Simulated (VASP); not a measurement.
A run of VASP 6.6.1 is set up as follows.

Contents of INCAR:

```
ALGO = Normal
EDIFF = 1E-6
ENCUT = 520
GGA = PE
ISIF = 2
ISMEAR = -1
LASPH = True
LCHARG = False
LREAL = False
LWAVE = False
NBANDS = 21
NELM = 100
PREC = Accurate
SIGMA = 0.08
```

Contents of KPOINTS:

```
k-points
0
Gamma
  12 12 7
```

POSCAR

```
CoSi
1.0
    2.9531969962      0.0000000000      0.0000000000
   -1.4765984982      2.5575436211      0.0000000000
    0.0000000000      0.0000000000      4.7392239132
Co Si
2 2
Direct
    0.0000000000      0.0000000000      0.0000000000
    0.0000000000      0.0000000000      0.5000000000
    0.3333333333      0.6666666667      0.2500000000
    0.6666666667      0.3333333333      0.7500000000
```

Potentials or basis: VASP PAW PBE potentials, release 64 (Co, Si).

Run with:

```console
$ cat potpaw_PBE.64/Co/POTCAR potpaw_PBE.64/Si/POTCAR > POTCAR
$ mpirun -np 1 vasp_std > vasp.out
```

(1) Estimate the pressure.

(2) Estimate the band gap on the k mesh.

## Answers

(1) 117.8 GPa.

(2) zero (bands 13 and 14 overlap by 3.45 eV).

Caveat: the cell stands under pressure; the run has no spin polarisation, though such a crystal can be magnetic.
